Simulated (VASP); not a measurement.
# Sr3Al2O (P-6m2) in VASP: a series of runs, part 2 of 2

VASP 6.6.1. The steps go on from the part before.

### 4 Relaxation of cell and atoms, PBE

INCAR reads:

```
PREC = Accurate
ENCUT = 600
EDIFF = 1E-6
ISMEAR = 0
SIGMA = 0.1
LREAL = False
LASPH = True
NELM = 100
ALGO = Normal
ISIF = 3
LWAVE = False
LCHARG = False
GGA = PE
IBRION = 2
NSW = 90
EDIFFG = -0.04
```

KPOINTS reads:

```
regular mesh
0
Gamma
  6 6 4
```

POSCAR reads:

```
Sr3Al2O
1.0
    4.9395192300      0.0000000000      0.0000000000
   -2.4697596100      4.2777491300      0.0000000000
    0.0000000000      0.0000000000      6.4214185600
Sr Al O
3 2 1
Direct
    0.0000000000      0.0000000000      0.2754102900
    0.0000000000      0.0000000000      0.7245897100
    0.3333333300      0.6666666700      0.5000000000
    0.6666666700      0.3333333300      0.7356484500
    0.6666666700      0.3333333300      0.2643515500
    0.0000000000      0.0000000000      0.0000000000
```

Run with:

```console
> cat potpaw_PBE.64/Sr_sv/POTCAR potpaw_PBE.64/Al/POTCAR potpaw_PBE.64/O/POTCAR > POTCAR
> mpirun -np 1 vasp_std > vasp.out
```

Wall time 28 min (1 thread of Intel Xeon 6975P-C (Granite Rapids), shared host); peak memory 0.35 GiB.

It converged, with:

```yaml
Free_energy: -19.6040 eV
Relaxed_volume: 42.03 Å³/atom
Relaxed_cell: a = 5.518 Å, b = 5.518 Å, c = 9.562 Å, α = 90.00°, β = 90.00°, γ = 120.00°
Space_group_after_relaxing_to_0.05_Å: P-6m2 (No. 187)
Energy_gained_by_relaxing: 1404.3 meV/atom
Ionic_steps: 28
Pressure_after_relaxing: 0.1 GPa
Largest_force_after_relaxing: 0.027 eV/Å
Band_gap_on_the_k_mesh: zero (band 21 reaches 0.72 eV, above the bottom of band 22 at 0.68 eV)
```

Forces on the atoms (eV/Å):
```
Sr   0.000  0.000 -0.013
Sr   0.000  0.000  0.013
Sr   0.000  0.000  0.000
Al   0.000  0.000 -0.027
Al   0.000  0.000  0.027
O    0.000  0.000  0.000
```

Step by step:
```csv
step,energy change (eV),largest force (eV/Å),pressure (GPa),volume (Å³)
1,0.0000,7.1535,32.04,135.68
2,-2.3461,4.6330,-1.22,243.54
3,-4.0746,4.1445,5.45,180.22
4,-6.1190,2.6217,0.17,222.34
5,-6.5285,1.3292,-1.92,263.15
6,-6.5330,1.5094,-1.72,257.16
7,-6.7137,1.1360,0.86,241.54
8,-6.7483,1.0335,0.00,245.70
9,-6.9215,1.1019,0.29,241.27
10,-7.3669,1.1634,1.50,227.85
11,-7.2511,1.0925,6.64,200.71
12,-7.5757,0.9553,2.72,218.86
13,-7.5913,0.4399,4.12,210.99
14,-7.6672,0.4830,3.88,212.68
15,-7.7671,1.0620,3.41,217.70
16,-7.9018,1.1113,2.54,223.38
17,-8.1416,1.2464,0.35,240.97
18,-7.9982,1.4671,-2.70,278.85
19,-8.1860,1.2870,-0.71,251.92
20,-8.2631,0.7453,-0.41,253.80
21,-8.2854,0.1669,-0.08,255.46
22,-8.3010,0.1307,-0.08,255.50
23,-8.3384,0.2864,-0.08,255.58
24,-8.3690,0.5720,-0.05,255.48
25,-8.3948,0.4912,-0.19,255.16
26,-8.4115,0.3520,-0.37,254.61
27,-8.4256,0.0317,0.21,251.78
28,-8.4259,0.0267,0.12,252.17
```

Final structure:
```
CELL_PARAMETERS angstrom
5.51838 0.00000 0.00000
-2.75919 4.77906 0.00000
0.00000 0.00000 9.56176
ATOMIC_POSITIONS crystal
Sr 0.00000 0.00000 0.21959
Sr 0.00000 0.00000 0.78041
Sr 0.33333 0.66667 0.50000
Al 0.66667 0.33333 0.62864
Al 0.66667 0.33333 0.37136
O 0.00000 0.00000 0.00000
```

Levels at points of the mesh, in eV from the Fermi level:
```csv
k point,band 19,band 20,band 21,band 22,band 23,band 24
"(0.00, 0.00, 0.00)",-1.01,-0.60,-0.60,0.91,0.91,1.57
"(0.50, 0.00, 0.00)",-1.46,-0.31,-0.03,0.00,0.68,0.79
"(0.00, 0.00, 0.50)",-0.84,-0.64,-0.64,0.88,0.88,1.78
"(0.50, 0.00, 0.50)",-1.24,-0.34,-0.13,0.05,0.71,0.98
```

Caveat: the volume moved by over 15 % at a fixed basis, so the end points are rough.

### 5 Single point, PBE

This run uses another cell than the first one, of 44.25 Å³/atom, 1.957 times its volume.

INCAR reads:

```
PREC = Accurate ; ENCUT = 520
EDIFF = 1E-6 ; ISMEAR = 0
SIGMA = 0.1 ; LREAL = F
LASPH = T ; NELM = 60
ALGO = Normal ; ISIF = 2
LWAVE = F ; LCHARG = F
GGA = PE ; NBANDS = 30
```

KPOINTS reads:

```
regular mesh
0
Gamma
  12 12 4
```

POSCAR reads:

```
Sr3Al2O
1.0
    5.3916962122      0.0000000000      0.0000000000
   -2.6958481061      4.6693458893      0.0000000000
    0.0000000000      0.0000000000     10.5461335288
Sr Al O
3 2 1
Direct
    0.0000000000      0.0000000000      0.2010113692
    0.0000000000      0.0000000000      0.7989886308
    0.3333333333      0.6666666667      0.5000000000
    0.6666666667      0.3333333333      0.6179166810
    0.6666666667      0.3333333333      0.3820833190
    0.0000000000      0.0000000000      0.0000000000
```

Potentials or basis: VASP PAW PBE potentials, release 64 (Sr_sv, Al, O).

Run with:

```console
> cat potpaw_PBE.64/Sr_sv/POTCAR potpaw_PBE.64/Al/POTCAR potpaw_PBE.64/O/POTCAR > POTCAR
> mpirun -np 1 vasp_std > vasp.out
```

OUTCAR:

```text
PREC = Accurate
   ENCUT = 520
   EDIFF = 1E-6
   ISMEAR = 0
   LREAL = F
   LASPH = T
   NELM = 60
   ISIF = 2
   GGA = PE

 ion  position               nearest neighbor table
   1  0.000  0.000  0.201-   6 2.12   5 3.65   5 3.65   5 3.65   2 4.24   3 4.43   3 4.43   3 4.43

   2  0.000  0.000  0.799-   6 2.12   4 3.65   4 3.65   4 3.65   1 4.24   3 4.43   3 4.43   3 4.43

   3  0.333  0.667  0.500-   4 3.35   5 3.35   4 3.35   5 3.35   4 3.35   5 3.35   1 4.43   2 4.43
                             1 4.43   2 4.43   1 4.43   2 4.43
   4  0.667  0.333  0.618-   5 2.49   3 3.35   3 3.35   3 3.35   2 3.65   2 3.65   2 3.65
   5  0.667  0.333  0.382-   4 2.49   3 3.35   3 3.35   3 3.35   1 3.65   1 3.65   1 3.65
   6  0.000  0.000  0.000-   1 2.12   2 2.12

  LATTYP: Found a hexagonal cell.
 ALAT       =     5.3916962122
 C/A-ratio  =     1.9559955001

  Lattice vectors:

 A1 = (   5.3916962122,   0.0000000000,   0.0000000000)
 A2 = (  -2.6958481061,   4.6693458893,   0.0000000000)
 A3 = (   0.0000000000,   0.0000000000,  10.5461335288)

Analysis of symmetry for initial positions (statically):
=====================================================================
 Subroutine PRICEL returns:
 Original cell was already a primitive cell.

 Routine SETGRP: Setting up the symmetry group for a
 hexagonal supercell.

 Subroutine GETGRP returns: Found 12 space group operations
 (whereof 12 operations were pure point group operations)
 out of a pool of 24 trial point group operations.

The static configuration has the point symmetry D_3h.

Analysis of symmetry for dynamics (positions and initial velocities):
=====================================================================
 Subroutine PRICEL returns:
 Original cell was already a primitive cell.

 Routine SETGRP: Setting up the symmetry group for a
 hexagonal supercell.

 Subroutine GETGRP returns: Found 12 space group operations
 (whereof 12 operations were pure point group operations)
[... 126 lines left out ...]
   EFERMI_NEDOS =   21; number of points for ismear=-14 and -15
   IALGO  =     38    algorithm
   IMIX   =      4    mixing-type and parameters
     AMIX     =   0.40;   BMIX     =  1.00
     AMIX_MAG =   1.60;   BMIX_MAG =  1.00
  volume/ion in A,a.u.               =      44.25       298.62
  Fermi-wavevector in a.u.,A,eV,Ry     =   0.885387  1.673138 10.665739  0.783910
  Thomas-Fermi vector in A             =   2.006413
   LORBIT       =      0    0 simple, 1 ext, 2 COOP (PROOUT), +10 PAW based schemes
   GGA     = PE    functional components
   LHFCALC =     F    Hartree Fock is set to
   AEXX    =    0.0000 exact exchange contribution
   IVDW    =     0    specifies the selected vdW correction
   LEPSILON=     F    determine dielectric tensor
   LRPA    =     F    only Hartree local field effects (RPA)
 non-spin polarized calculation
 Gauss-broadening in eV      SIGMA  =   0.10
  energy-cutoff  :      520.00
  volume of cell :      265.51
 maximum number of plane-waves:      7185
   NGX = 21   NGY = 21   NGZ = 39

 number of electron      42.0000004 magnetization

 Free energy of the ion-electron system (eV)
  ---------------------------------------------------
  ext. energy  EPLUGINS =         0.00000000
  ---------------------------------------------------
  free energy    TOTEN  =       -20.11987387 eV

  energy without entropy =      -20.07494697  energy(sigma->0) =      -20.09741042

 E-fermi :   0.4985     XC(G=0):  -6.6825

 val. band max:        0.4980736789   @ k =   0.5000   0.0000   0.0000
 cond. band min:       0.4985407245   @ k =   0.5000   0.0000   0.5000
 fundamental gap:      0.0004670456
 Fermi energy:         0.4985023061

 k-point     1 :       0.0000    0.0000    0.0000
  band No.  band energies     occupation
      1     -35.1957      2.00000
      2     -34.4706      2.00000
      3     -34.4611      2.00000
      4     -17.7506      2.00000
      5     -17.3363      2.00000
      6     -17.1591      2.00000
[... 781 lines left out ...]
     29       4.1292      0.00000
     30       4.3882      0.00000

 [... further k-points ...]
[... 5 lines left out ...]
  --------------------------------------------------------------------------------------
  -------------------------------------------------------------------------------------
  Total        0.0256810      0.0256810      0.7678910      0.0000000     -0.0000000      0.0000000
  in kB        0.1549703      0.1549703      4.6337804      0.0000000     -0.0000000      0.0000000
  external PRESSURE =       1.6479070 kB  Pullay stress =       0.0000000 kB

 VOLUME and BASIS-vectors are now :
 -----------------------------------------------------------------------------
  energy-cutoff  :      520.00
  volume of cell :      265.51
      direct lattice vectors                 reciprocal lattice vectors
     5.391696212  0.000000000  0.000000000     0.185470390  0.107081380  0.000000000
    -2.695848106  4.669345889  0.000000000     0.000000000  0.214162759  0.000000000
     0.000000000  0.000000000 10.546133529     0.000000000  0.000000000  0.094821481

 POSITION                                       TOTAL-FORCE (eV/Angst)
 -----------------------------------------------------------------------------------
      0.00000      0.00000      2.11989         0.000000      0.000000      0.184260
      0.00000      0.00000      8.42624         0.000000     -0.000000     -0.184260
     -0.00000      3.11290      5.27307         0.000000     -0.000000     -0.000000
      2.69585      1.55645      6.51663        -0.000000     -0.000000      0.006578
      2.69585      1.55645      4.02950        -0.000000     -0.000000     -0.006578
      0.00000      0.00000      0.00000         0.000000     -0.000000     -0.000000
 -----------------------------------------------------------------------------------
    total drift:                                0.000000     -0.000000     -0.000000

  FREE ENERGIE OF THE ION-ELECTRON SYSTEM (eV)
  ---------------------------------------------------
  free  energy   TOTEN  =       -20.1198738664 eV

  energy  without entropy=      -20.0749469713  energy(sigma->0) =      -20.09741042
```

OSZICAR:

```text
N       E                     dE             d eps       ncg     rms          rms(c)
DAV:   1     0.264367336438E+03    0.26437E+03   -0.17610E+04  3436   0.114E+03
DAV:   2     0.270828951194E+01   -0.26166E+03   -0.25465E+03  4424   0.268E+02
DAV:   3    -0.249057381696E+02   -0.27614E+02   -0.27477E+02  5018   0.693E+01
DAV:   4    -0.263037087091E+02   -0.13980E+01   -0.13931E+01  5408   0.151E+01
DAV:   5    -0.263562792824E+02   -0.52571E-01   -0.52567E-01  5010   0.240E+00    0.344E+01
DAV:   6    -0.203352445212E+02    0.60210E+01   -0.30844E+01  3962   0.185E+01    0.252E+01
DAV:   7    -0.201552309833E+02    0.18001E+00   -0.34726E+00  4088   0.814E+00    0.951E+00
DAV:   8    -0.201013788146E+02    0.53852E-01   -0.38697E-01  5344   0.263E+00    0.166E+00
DAV:   9    -0.201107509635E+02   -0.93721E-02   -0.31363E-02  5266   0.685E-01    0.924E-01
DAV:  10    -0.201174905621E+02   -0.67396E-02   -0.72681E-03  4136   0.359E-01    0.151E-01
DAV:  11    -0.201186602537E+02   -0.11697E-02   -0.17246E-03  4742   0.131E-01    0.799E-02
DAV:  12    -0.201195916298E+02   -0.93138E-03   -0.11705E-03  3876   0.135E-01    0.102E-01
DAV:  13    -0.201197667320E+02   -0.17510E-03   -0.34894E-04  4442   0.623E-02    0.452E-02
DAV:  14    -0.201198586847E+02   -0.91953E-04   -0.15150E-04  3798   0.414E-02    0.160E-02
DAV:  15    -0.201198696566E+02   -0.10972E-04   -0.55761E-05  4564   0.262E-02    0.112E-02
DAV:  16    -0.201198731936E+02   -0.35370E-05   -0.12099E-05  3642   0.131E-02    0.323E-03
DAV:  17    -0.201198738664E+02   -0.67281E-06   -0.12617E-06  3284   0.507E-03
   1 F= -.20119874E+02 E0= -.20097410E+02  d E =-.449269E-01
```

stdout:

```text
POSCAR found type information on POSCAR SrAlO
 POSCAR found :  3 types and       6 ions
 scaLAPACK will be used
 LDA part: xc-table for (Slater+PW92), standard interpolation
 POSCAR, INCAR and KPOINTS ok, starting setup
 FFT: planning ... GRIDC
 FFT: planning ... GRID_SOFT
 FFT: planning ... GRID
 WAVECAR not read
 entering main loop
```

It took 7.4 min on 1 thread of Intel Xeon 6975P-C (Granite Rapids), shared host; peak memory 0.62 GiB.

Results:

- Free energy: -20.1199 eV
- Pressure: 0.2 GPa
- Largest force: 0.184 eV/Å
- Band gap on the k mesh: zero (band 21 reaches 0.54 eV, above the bottom of band 22 at 0.47 eV)

Forces in eV/Å, atoms in the order of the input:
```
Sr   0.000  0.000  0.184
Sr   0.000  0.000 -0.184
Sr   0.000  0.000  0.000
Al   0.000  0.000  0.007
Al   0.000  0.000 -0.007
O    0.000  0.000  0.000
```

Stress tensor (GPa, compression positive):
```
0.02 0.00 0.00
0.00 0.02 0.00
0.00 0.00 0.46
```

### 6 Summary

| task | cell | k mesh | cutoff (eV) | gap on the mesh (eV) | pressure (GPa) | largest force (eV/Å) |
| --- | --- | --- | --- | --- | --- | --- |
| single point | a = 4.940, b = 4.940, c = 6.421 Å, angles 90.0, 90.0, 120.0°, 6 atoms | 6 × 6 × 4 | 520 | none | 32.1 | 7.16 |
| single point | a = 5.390, b = 5.390, c = 10.566 Å, angles 90.0, 90.0, 120.0°, 6 atoms | 6 × 6 × 4 | 520 | none | 0.1 | 0.18 |
| relaxation of cell and atoms | relaxed from a = 4.940, b = 4.940, c = 6.421 Å, angles 90.0, 90.0, 120.0°, 6 atoms | 6 × 6 × 4 | 600 | none | 0.1 | 0.03 |
| single point | a = 5.392, b = 5.392, c = 10.546 Å, angles 90.0, 90.0, 120.0°, 6 atoms | 12 × 12 × 4 | 520 | none | 0.2 | 0.18 |

Alike in all rows: level PBE; potentials or basis VASP PAW PBE potentials, release 64 (Sr_sv, Al, O); no spin polarisation; smearing gaussian 0.1 eV.

Caveats: forces of over 1 eV/Å act on the atoms, so gaps and moduli don't describe the material at rest (some runs); the volume moved by over 15 % at a fixed basis, so the end points are rough (some runs).

Absolute energies hang on the potentials; compare differences alone.
